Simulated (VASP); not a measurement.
A run of VASP 6.6.1:

The input POSCAR:

```
Ba
1.0
    3.9177175405      0.0000000000      0.0000000000
    0.0000000000      3.9177175405      0.0000000000
    0.0000000000      0.0000000000      3.9177175405
Ba
1
Direct
    0.0000000000      0.0000000000      0.0000000000
```

File INCAR.step1:

```
  ALGO = Normal
  EDIFF = 1E-4
  ENCUT = 520
  GGA = PE
  ISMEAR = -1
  LASPH = True
  LCHARG = False
  LREAL = False
  LWAVE = True
  NBANDS = 11
  NELM = 60
  PREC = Accurate
  SIGMA = 0.05
```

The input INCAR.step2:

```
  ALGO = Normal
  EDIFF = 1E-6
  ENCUT = 520
  ISIF = 2
  ISMEAR = -1
  ISTART = 1
  LASPH = True
  LCHARG = False
  LMIXTAU = True
  LREAL = False
  LWAVE = False
  METAGGA = R2SCAN
  NBANDS = 11
  NELM = 60
  PREC = Accurate
  SIGMA = 0.05
```

The input KPOINTS:

```
k-points
0
Gamma
  4 4 4
```

Potentials or basis: VASP PAW PBE potentials, release 64 (Ba_sv).

The run is started by

```bash
$ cat potpaw_PBE.64/Ba_sv/POTCAR > POTCAR
$ cp INCAR.step1 INCAR
$ mpirun -np 1 vasp_std > vasp.out
$ cp INCAR.step2 INCAR
$ mpirun -np 1 vasp_std > vasp.out
```

Hardware: 1 thread of Intel(R) Xeon(R) Platinum 8259CL CPU @ 2.50GHz (Skylake/Cascade Lake), on a shared host.

Q: Estimate the wall time of this run.

A: Wall time 23 s on 1 thread of Intel(R) Xeon(R) Platinum 8259CL CPU @ 2.50GHz (Skylake/Cascade Lake) (shared host), peak memory 0.17 GiB. Counts: k points 10.
